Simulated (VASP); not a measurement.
**Ta: single point with PBEsol**

Ta:

```
Ta
1.0
    -1.53806    1.53806    1.53806
     1.53806   -1.53806    1.53806
     1.53806    1.53806   -1.53806
Ta
1
Direct
  0.00000 0.00000 0.00000
```

| Item | Value |
| --- | --- |
| Program | VASP 6.6.1 |
| Task | single point |
| Functional | PBEsol |
| Potentials or basis | VASP PAW PBE potentials, release 64 (Ta_pv) |
| Cutoff | 520 eV |
| k mesh | 18 × 18 × 18 |
| Occupations | fermi-dirac, width 0.08 eV |
| Spin | no spin polarisation |

```
Pressure : 58.9 GPa
```

Levels at points of the mesh, in eV from the Fermi level:
```tsv
k point	band 1	band 2	band 3	band 4	band 5	band 6	band 7	band 8	band 9	band 10
(0.00, 0.00, 0.00)	-32.15	-32.15	-32.15	-8.67	0.65	0.65	0.65	4.73	4.73	15.37
(0.50, 0.00, 0.00)	-34.45	-32.87	-32.18	-5.47	-2.32	2.92	4.82	6.11	10.12	12.99
(0.50, 0.50, 0.50)	-33.71	-33.71	-33.71	-5.30	-5.30	8.74	8.74	8.74	10.92	10.92
```

Run time: 12 s on 1 thread of Intel(R) Xeon(R) 6975P-C (Granite Rapids) (shared host), peak memory 0.14 GiB.

Caveat: the PAW data sets were made with another functional, which shifts forces and pressure a little; spin-orbit coupling is left out, which moves the levels of the heavy elements.
